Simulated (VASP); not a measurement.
# Sn in VASP: a series of runs

The runs below take Sn through single point, relaxation of cell and atoms, with r2SCAN.

All numbers are computed with VASP 6.6.1; they aren't measurements. Logs are shortened: lines on timing, memory, paths and dates and some standing lists are left out, and cuts for length are marked.

## Step 1: The cell of the first run

The structure is orthorhombic, space group Fmmm (No. 69). The conventional cell has a = 3.580 Å, b = 5.248 Å, c = 11.800 Å, α = 90.00°, β = 90.00°, γ = 90.00°. Sn (site symmetry mm2) has 11 Sn at 3.08 to 3.85 Å within 4.1 Å.

## Step 2: Single point, r2SCAN

Input file POSCAR:

```
Sn
1.0
    0.0000000000      2.6237535137      5.8998261738
    1.7902467438      0.0000000000      5.8998261738
    1.7902467438      2.6237535137      0.0000000000
Sn
2
Direct
    0.8693613161      0.8693613161      0.1306386839
    0.1306386839      0.1306386839      0.8693613161
```

Input file INCAR.step1:

```
  PREC = Accurate
  ENCUT = 520
  ISMEAR = 0
  SIGMA = 0.1
  LREAL = False
  LASPH = True
  NELM = 100
  NBANDS = 21
  GGA = PE
  ALGO = Normal
  EDIFF = 1E-4
  LWAVE = True
  LCHARG = False
```

Input file INCAR.step2:

```
  PREC = Accurate
  ENCUT = 520
  EDIFF = 1E-6
  ISMEAR = 0
  SIGMA = 0.1
  LREAL = False
  LASPH = True
  NELM = 100
  ALGO = Normal
  ISIF = 2
  LWAVE = False
  LCHARG = False
  METAGGA = R2SCAN
  LMIXTAU = True
  NBANDS = 21
  ISTART = 1
```

Input file KPOINTS:

```
regular mesh
0
Gamma
  6 6 6
```

Potentials or basis: VASP PAW PBE potentials, release 64 (Sn_d).

Started as:

```
$ cat potpaw_PBE.64/Sn_d/POTCAR > POTCAR
$ cp INCAR.step1 INCAR
$ mpirun -np 1 vasp_std > vasp.out
$ cp INCAR.step2 INCAR
$ mpirun -np 1 vasp_std > vasp.out
```

OUTCAR:

```text
PREC = Accurate
   ENCUT = 520
   EDIFF = 1E-6
   ISMEAR = 0
   LREAL = False
   LASPH = True
   NELM = 100
   ISIF = 2
   METAGGA = R2SCAN
   ISTART = 1

 ion  position               nearest neighbor table
   1  0.869  0.869  0.131-   2 3.08   2 3.34   2 3.34
   2  0.131  0.131  0.869-   1 3.08   1 3.34   1 3.34

  LATTYP: Found a face centered orthorhombic cell.
 ALAT       =     3.5804934876
 B/A-ratio  =     1.4655820617
 C/A-ratio  =     3.2955380001

  Lattice vectors:

 A1 = (   0.0000000000,   2.6237535137,   5.8998261738)
 A2 = (   1.7902467438,   0.0000000000,   5.8998261738)
 A3 = (   1.7902467438,   2.6237535137,   0.0000000000)

Analysis of symmetry for initial positions (statically):
=====================================================================
 Subroutine PRICEL returns:
 Original cell was already a primitive cell.

 Routine SETGRP: Setting up the symmetry group for a
 face centered orthorhombic supercell.

 Subroutine GETGRP returns: Found  8 space group operations
 (whereof  8 operations were pure point group operations)
 out of a pool of  8 trial point group operations.

The static configuration has the point symmetry D_2h.

Analysis of symmetry for dynamics (positions and initial velocities):
=====================================================================
 Subroutine PRICEL returns:
 Original cell was already a primitive cell.

 Routine SETGRP: Setting up the symmetry group for a
 face centered orthorhombic supercell.

 Subroutine GETGRP returns: Found  8 space group operations
 (whereof  8 operations were pure point group operations)
 out of a pool of  8 trial point group operations.

The dynamic configuration has the point symmetry D_2h.

 Subroutine INISYM returns: Found  8 space group operations
 (whereof  8 operations are pure point group operations),
 and found     1 'primitive' translations

----------------------------------------------------------------------------------------

                                     Primitive cell

  volume of cell :      55.4249

  direct lattice vectors                    reciprocal lattice vectors
     0.000000000  2.623753514  5.899826174    -0.279291110  0.190566681  0.084748260
     1.790246744  0.000000000  5.899826174     0.279291110 -0.190566681  0.084748260
     1.790246744  2.623753514  0.000000000     0.279291110  0.190566681 -0.084748260

  length of vectors
     6.456936687  6.165462861  3.176328998     0.348570583  0.348570583  0.348570583

  position of ions in fractional coordinates (direct lattice)
     0.869361316  0.869361316  0.130638684
     0.130638684  0.130638684  0.869361316

  ion indices of the primitive-cell ions
   primitive index   ion index
                 1           1
                 2           2

----------------------------------------------------------------------------------------

 KPOINTS: regular mesh

Automatic generation of k-mesh.
 Grid dimensions read from file:
 generate k-points for:    6    6    6

 Generating k-lattice:

  Cartesian coordinates                     Fractional coordinates (reciprocal lattice)
    -0.046548518  0.031761114  0.014124710     0.166666667  0.000000000  0.000000000
     0.046548518 -0.031761114  0.014124710     0.000000000  0.166666667  0.000000000
     0.046548518  0.031761114 -0.014124710     0.000000000  0.000000000  0.166666667

  Length of vectors
     0.058095097  0.058095097  0.058095097

  Shift w.r.t. Gamma in fractional coordinates (k-lattice)
     0.000000000  0.000000000  0.000000000

 Subroutine IBZKPT returns following result:
 ===========================================

 Found     46 irreducible k-points:

 Following reciprocal coordinates:
            Coordinates               Weight
  0.000000  0.000000  0.000000      1.000000
  0.166667 -0.000000 -0.000000      8.000000
  0.333333 -0.000000 -0.000000      8.000000
  0.500000 -0.000000 -0.000000      4.000000
  0.166667  0.166667  0.000000      2.000000
  0.333333  0.166667  0.000000      8.000000
[... 16 lines left out ...]
 -0.166667  0.166667  0.166667      8.000000
  0.500000  0.333333  0.166667      4.000000
 [... further k-points ...]
   k-points           NKPTS =     46   k-points in BZ     NKDIM =     46   number of bands    NBANDS=     21
   number of dos      NEDOS =    301   number of ions     NIONS =      2
   total plane-waves  NPLWV =  55296
   dimension x,y,z NGX =    48 NGY =   48 NGZ =   24
   dimension x,y,z NGXF=    96 NGYF=   96 NGZF=   48
   ions per type =               2
   NGX,Y,Z   is equivalent  to a cutoff of  12.36, 12.94, 12.56 a.u.
   NGXF,Y,Z  is equivalent  to a cutoff of  24.72, 25.89, 25.12 a.u.
 SYSTEM =  unknown system
   PREC   = accura    normal or accurate (medium, high low for compatibility)
   ISTART =      1    job   : 0-new  1-cont  2-samecut
   ICHARG =      0    charge: 1-file 2-atom 10-const
   ISPIN  =      1    spin polarized calculation?
   LNONCOLLINEAR =      F non collinear calculations
   LSORBIT =      F    spin-orbit coupling
   LASPH  =      T    aspherical Exc in radial PAW
   ENCUT  =  520.0 eV  38.22 Ry    6.18 a.u.  12.01 11.46  5.91*2*pi/ulx,y,z
   NELM   =    100;   NELMIN=  2; NELMDL=  0     # of ELM steps
   EDIFF  = 0.1E-05   stopping-criterion for ELM
   LREAL  =      F    real-space projection
   EDIFFG = 0.1E-04   stopping-criterion for IOM
   NSW    =      0    number of steps for IOM
   IBRION =     -1    ionic relax: 0-MD 1-quasi-New 2-CG
   NFREE  =      0    steps in history (QN), initial steepest desc. (CG)
   ISIF   =      2    stress and relaxation
   ISYM   =      2    0-nonsym 1-usesym 2-fastsym
   POTIM  = 0.5000    time-step for ionic-motion
   TEBEG  =    0.0;   TEEND  =   0.0 temperature during run
   PSTRESS=    0.0 pullay stress
   NELECT =      28.0000    total number of electrons
   NUPDOWN=      -1.0000    fix difference up-down
   EMIN   =  10.00;   EMAX   =-10.00  energy-range for DOS
   EFERMI =   0.00;   METHOD = LEGACY
   ISMEAR =     0;   SIGMA  =   0.10  broadening in eV -4-tet -1-fermi 0-gaus
   EFERMI_NEDOS =   21; number of points for ismear=-14 and -15
   IALGO  =     38    algorithm
   IMIX   =      4    mixing-type and parameters
     AMIX     =   0.40;   BMIX     =  1.00
     AMIX_MAG =   1.60;   BMIX_MAG =  1.00
  volume/ion in A,a.u.               =      27.71       187.01
  Fermi-wavevector in a.u.,A,eV,Ry     =   1.303844  2.463909 23.130046  1.700010
  Thomas-Fermi vector in A             =   2.434820
   LORBIT       =      0    0 simple, 1 ext, 2 COOP (PROOUT), +10 PAW based schemes
   METAGGA = R2SCAN    functional components
   LHFCALC =     F    Hartree Fock is set to
   AEXX    =    0.0000 exact exchange contribution
   IVDW    =     0    specifies the selected vdW correction
   LEPSILON=     F    determine dielectric tensor
   LRPA    =     F    only Hartree local field effects (RPA)
 non-spin polarized calculation
 Gauss-broadening in eV      SIGMA  =   0.10
  energy-cutoff  :      520.00
  volume of cell :       55.42
 maximum number of plane-waves:      1514
   NGX = 25   NGY = 23   NGZ = 11

 number of electron      27.9999994 magnetization

 Free energy of the ion-electron system (eV)
  ---------------------------------------------------
  ext. energy  EPLUGINS =         0.00000000
  ---------------------------------------------------
  free energy    TOTEN  =       -49.03187771 eV

  energy without entropy =      -49.02757538  energy(sigma->0) =      -49.02972655

 E-fermi :   7.7140     XC(G=0): -11.0865

 val. band max:        7.6885448412   @ k =  -0.3333   0.3333   0.3333
 cond. band min:       7.7298235729   @ k =   0.5000  -0.1667   0.3333
 fundamental gap:      0.0412787317
 Fermi energy:         7.7140234612

 k-point     1 :       0.0000    0.0000    0.0000
  band No.  band energies     occupation
      1     -14.5750      2.00000
      2     -14.5612      2.00000
      3     -14.5520      2.00000
      4     -14.4056      2.00000
      5     -14.3786      2.00000
      6     -14.3752      2.00000
[... 13 lines left out ...]
     20      18.5758      0.00000
     21      18.7397      0.00000

 k-point     2 :       0.1667   -0.0000   -0.0000
  band No.  band energies     occupation
      1     -14.5689      2.00000
      2     -14.5373      2.00000
      3     -14.5089      2.00000
      4     -14.4080      2.00000
      5     -14.3739      2.00000
      6     -14.3657      2.00000
[... 13 lines left out ...]
     20      19.2261      0.00000
     21      19.8692      0.00000

 k-point     3 :       0.3333   -0.0000   -0.0000
  band No.  band energies     occupation
      1     -14.5769      2.00000
      2     -14.5322      2.00000
      3     -14.4564      2.00000
      4     -14.4457      2.00000
      5     -14.3788      2.00000
      6     -14.3508      2.00000
[... 13 lines left out ...]
     20      17.1678      0.00000
     21      19.0016      0.00000

 k-point     4 :       0.5000   -0.0000   -0.0000
  band No.  band energies     occupation
      1     -14.5838      2.00000
      2     -14.5416      2.00000
      3     -14.4815      2.00000
      4     -14.4444      2.00000
      5     -14.3776      2.00000
      6     -14.3595      2.00000
[... 13 lines left out ...]
     20      16.8738      0.00000
     21      18.1570      0.00000

 k-point     5 :       0.1667    0.1667    0.0000
  band No.  band energies     occupation
      1     -14.5720      2.00000
      2     -14.5641      2.00000
      3     -14.5491      2.00000
      4     -14.4134      2.00000
      5     -14.3959      2.00000
      6     -14.3732      2.00000
[... 13 lines left out ...]
     20      18.2762      0.00000
     21      19.5099      0.00000

 k-point     6 :       0.3333    0.1667    0.0000
  band No.  band energies     occupation
      1     -14.5668      2.00000
      2     -14.5340      2.00000
      3     -14.5110      2.00000
      4     -14.4285      2.00000
      5     -14.3843      2.00000
      6     -14.3647      2.00000
[... 13 lines left out ...]
     20      18.6547      0.00000
     21      19.5818      0.00000

 k-point     7 :       0.5000    0.1667   -0.0000
  band No.  band energies     occupation
      1     -14.5756      2.00000
      2     -14.5315      2.00000
      3     -14.4749      2.00000
      4     -14.4355      2.00000
      5     -14.3751      2.00000
      6     -14.3561      2.00000
[... 13 lines left out ...]
     20      17.5522      0.00000
     21      18.5237      0.00000
[... 291 lines left out ...]
      1     -14.5356      2.00000
      2     -14.4841      2.00000
      3     -14.4711      2.00000
      4     -14.4155      2.00000
      5     -14.4081      2.00000
      6     -14.4036      2.00000
[... 13 lines left out ...]
     20      17.2461      0.00000
     21      20.2674      0.00000

 k-point    21 :       0.5000    0.1667    0.1667
  band No.  band energies     occupation
      1     -14.5185      2.00000
      2     -14.4643      2.00000
      3     -14.4594      2.00000
      4     -14.4489      2.00000
      5     -14.3993      2.00000
      6     -14.3871      2.00000
[... 13 lines left out ...]
     20      17.1099      0.00000
     21      18.5252      0.00000

 k-point    22 :      -0.3333    0.1667    0.1667
  band No.  band energies     occupation
      1     -14.5225      2.00000
      2     -14.4852      2.00000
      3     -14.4760      2.00000
      4     -14.4429      2.00000
      5     -14.4003      2.00000
      6     -14.3712      2.00000
[... 13 lines left out ...]
     20      18.0203      0.00000
     21      19.9088      0.00000

 k-point    23 :      -0.1667    0.1667    0.1667
  band No.  band energies     occupation
      1     -14.5250      2.00000
      2     -14.4797      2.00000
      3     -14.4621      2.00000
      4     -14.4195      2.00000
      5     -14.3868      2.00000
      6     -14.3696      2.00000
[... 13 lines left out ...]
     20      18.2963      0.00000
     21      19.3219      0.00000

 k-point    24 :       0.5000    0.3333    0.1667
  band No.  band energies     occupation
      1     -14.5315      2.00000
      2     -14.4874      2.00000
      3     -14.4677      2.00000
      4     -14.4323      2.00000
      5     -14.4130      2.00000
      6     -14.3983      2.00000
[... 13 lines left out ...]
     20      17.3622      0.00000
     21      19.7753      0.00000

 [... further k-points ...]

------------------------ aborting loop because EDIFF is reached ----------------------------------------

  FORCE on cell =-STRESS in cart. coord.  units (eV):
  Direction    XX          YY          ZZ          XY          YZ          ZX
  --------------------------------------------------------------------------------------
  -------------------------------------------------------------------------------------
  Total       -0.1459742      0.0955222     -0.1219888      0.0000000      0.0000000      0.0000000
  in kB       -4.2197011      2.7612764     -3.5263495      0.0000000      0.0000000      0.0000000
  external PRESSURE =      -1.6615914 kB  Pullay stress =       0.0000000 kB

 VOLUME and BASIS-vectors are now :
 -----------------------------------------------------------------------------
  energy-cutoff  :      520.00
  volume of cell :       55.42
      direct lattice vectors                 reciprocal lattice vectors
     0.000000000  2.623753514  5.899826174    -0.279291110  0.190566681  0.084748260
     1.790246744  0.000000000  5.899826174     0.279291110 -0.190566681  0.084748260
     1.790246744  2.623753514  0.000000000     0.279291110  0.190566681 -0.084748260

 POSITION                                       TOTAL-FORCE (eV/Angst)
 -----------------------------------------------------------------------------------
      1.79025      2.62375     10.25816         0.000000      0.000000      0.011080
      1.79025      2.62375      1.54149         0.000000      0.000000     -0.011080
 -----------------------------------------------------------------------------------
    total drift:                                0.000000      0.000000      0.000000

  FREE ENERGIE OF THE ION-ELECTRON SYSTEM (eV)
  ---------------------------------------------------
  free  energy   TOTEN  =       -49.0318777125 eV

  energy  without entropy=      -49.0275753784  energy(sigma->0) =      -49.02972655
```

Wall time 1.9 min (1 thread of Intel Xeon 6975P-C (Granite Rapids), shared host); peak memory 0.24 GiB.

Results:

```
Free energy            : -49.0319 eV
Pressure               : -0.2 GPa
Largest force          : 0.011 eV/Å
Band gap on the k mesh : zero (band 14 reaches 14.13 eV, above the bottom of band 15 at 6.15 eV)
```

Forces in eV/Å, atoms in the order of the input:
```
Sn   0.000  0.000  0.011
Sn   0.000  0.000 -0.011
```

Caveat: the k points lie up to 0.37 Å⁻¹ apart; the PAW data sets were made with another functional, which shifts forces and pressure a little; spin-orbit coupling is left out, which moves the levels of the heavy elements.

## Step 3: Single point, r2SCAN

This run uses another cell than the first one: it holds 4 atoms, not 2.

Input file POSCAR:

```
Sn
1.0
    1.7953649053     -5.8219644544      0.0000000000
    1.7953649053      5.8219644544      0.0000000000
    0.0000000000      0.0000000000      5.3258065665
Sn
4
Direct
    0.1343475304      0.8656524696      0.9999828172
    0.6343475304      0.3656524696      0.5000171828
    0.8656524696      0.1343475304      0.0000171828
    0.3656524696      0.6343475304      0.4999828172
```

Input file INCAR.step1:

```
PREC = Accurate ; ENCUT = 520
ISMEAR = 0 ; SIGMA = 0.1
LREAL = False ; LASPH = True
NELM = 60 ; NBANDS = 36
GGA = PE ; ALGO = Normal
EDIFF = 1E-4 ; LWAVE = True
LCHARG = False
```

Input file INCAR.step2:

```
PREC = Accurate ; ENCUT = 520
EDIFF = 1E-7 ; ISMEAR = 0
SIGMA = 0.1 ; LREAL = False
LASPH = True ; NELM = 60
ALGO = Normal ; ISIF = 2
LWAVE = False ; LCHARG = True
METAGGA = R2SCAN ; LMIXTAU = True
LELF = True ; LVHAR = True
NBANDS = 36 ; ISTART = 1
```

Input file KPOINTS:

```
Automatic mesh
0
Gamma
  4 4 4
```

Potentials or basis: VASP PAW PBE potentials, release 64 (Sn_d).

Started as:

```
$ cat potpaw_PBE.64/Sn_d/POTCAR > POTCAR
$ cp INCAR.step1 INCAR
$ mpirun -np 1 vasp_std > vasp.out
$ cp INCAR.step2 INCAR
$ mpirun -np 1 vasp_std > vasp.out
```

Wall time 3.6 min (1 thread of Intel Xeon 6975P-C (Granite Rapids), shared host); peak memory 0.33 GiB.

Results (log left out):

- Free energy: -98.0974 eV
- Pressure: -0.2 GPa
- Largest force: 0.037 eV/Å
- Band gap on the k mesh: zero (band 28 reaches 9.63 eV, above the bottom of band 29 at 6.87 eV)

Forces on the atoms (eV/Å):
```
Sn   0.000  0.037  0.000
Sn   0.000  0.037  0.000
Sn   0.000 -0.037  0.000
Sn   0.000 -0.037  0.000
```

Levels at points of the mesh, in eV from the Fermi level:
```tsv
k point	band 24	band 25	band 26	band 27	band 28	band 29	band 30	band 31	band 32	band 33
(0.00, 0.00, 0.00)	-4.87	-4.62	-2.38	-1.51	-0.98	1.50	2.44	3.95	4.89	6.07
(0.50, 0.00, 0.00)	-6.02	-1.92	-1.92	-0.89	-0.89	-0.84	-0.84	1.30	1.30	1.42
(0.50, 0.50, 0.00)	-5.05	-3.82	-3.02	-0.18	0.63	0.69	3.58	3.98	4.24	5.19
(0.00, 0.00, 0.50)	-6.26	-3.47	-3.47	1.69	1.69	3.12	3.12	4.07	4.07	4.17
(0.50, 0.00, 0.50)	-6.30	-3.66	-3.66	-3.57	-3.57	0.70	0.70	2.93	2.93	4.73
(0.50, 0.50, 0.50)	-8.48	1.12	1.12	1.64	1.64	2.30	2.30	2.82	2.82	2.90
```

Caveat: the k points lie up to 0.46 Å⁻¹ apart; the PAW data sets were made with another functional, which shifts forces and pressure a little; spin-orbit coupling is left out, which moves the levels of the heavy elements.

[end of part 1 of 2]
